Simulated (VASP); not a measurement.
A run of VASP 6.6.1 is set up as follows.

The input INCAR:

```
SYSTEM = Os12F
PREC = Accurate
ENCUT = 520
EDIFF = 1E-6
ISMEAR = -1
SIGMA = 0.15
LREAL = .FALSE.
LASPH = .TRUE.
NELM = 120
ALGO = Normal
ISIF = 2
LWAVE = .FALSE.
LCHARG = .TRUE.
GGA = PS
LELF = .TRUE.
LVHAR = .TRUE.
NBANDS = 112
GGA_COMPAT = .FALSE.
```

Contents of KPOINTS:

```
Automatic mesh
0
G
  2 2 3
  0 0 0
```

Contents of POSCAR:

```
Os12F
1.0
    5.4800000000      0.0000000000      0.0000000000
   -4.1100000000      7.1187290000      0.0000000000
    0.0000000000      0.0000000000      4.3264600000
Os F
12 1
Direct
    0.0241494981      0.0192309610     -0.0214725203
    0.1506751816      0.2124817506      0.4856857569
   -0.0175022345      0.3311405730     -0.0200857052
    0.1688950709      0.5649744498      0.4867027547
    0.0038078614      0.6708922337     -0.0721143845
    0.2210678328      0.9263872807      0.5312888597
    0.5201475814      0.0117296220      0.0055703739
    0.6951278340      0.2290998857      0.4847612136
    0.4971275324      0.3216444958      0.0179361418
    0.6191783051      0.5062280078      0.5267354835
    0.4749988390      0.6555945591     -0.0450946039
    0.6528805694      0.8970281071      0.5119427893
    0.8782417659      0.7599671233      0.3207703296
```

Potentials or basis: VASP PAW PBE potentials, release 64 (Os_sv_GW, F).

Command:

```bash
$ cat potpaw_PBE.64/Os_sv_GW/POTCAR potpaw_PBE.64/F/POTCAR > POTCAR
$ mpirun -np 1 vasp_std > vasp.out
```

Predict the largest force.

3.029 eV/Å.

What does it give for the band gap on the k mesh?

Zero (an odd number of electrons rules out a gap without spin polarisation).

Forces in eV/Å, atoms in the order of the input:
```
Os  -1.527 -1.243 -0.048
Os  -0.303  1.232 -0.118
Os   1.971  1.843  1.293
Os   0.413 -1.267 -2.196
Os   0.057 -0.772  1.281
Os   2.888  0.822 -0.398
Os   0.250 -1.330  0.034
Os  -0.508 -1.132 -0.045
Os  -0.763  1.287 -0.733
Os  -0.287  1.088 -0.460
Os   0.366  0.589  1.311
Os  -0.405  0.160 -0.203
F   -2.152 -1.278  0.281
```

Caveat: the k points lie up to 0.58 Å⁻¹ apart, too coarse for converged energies and pressures of a metal; the PAW data sets were made with another functional, which shifts forces and pressure a little; spin-orbit coupling is left out, which moves the levels of the heavy elements.
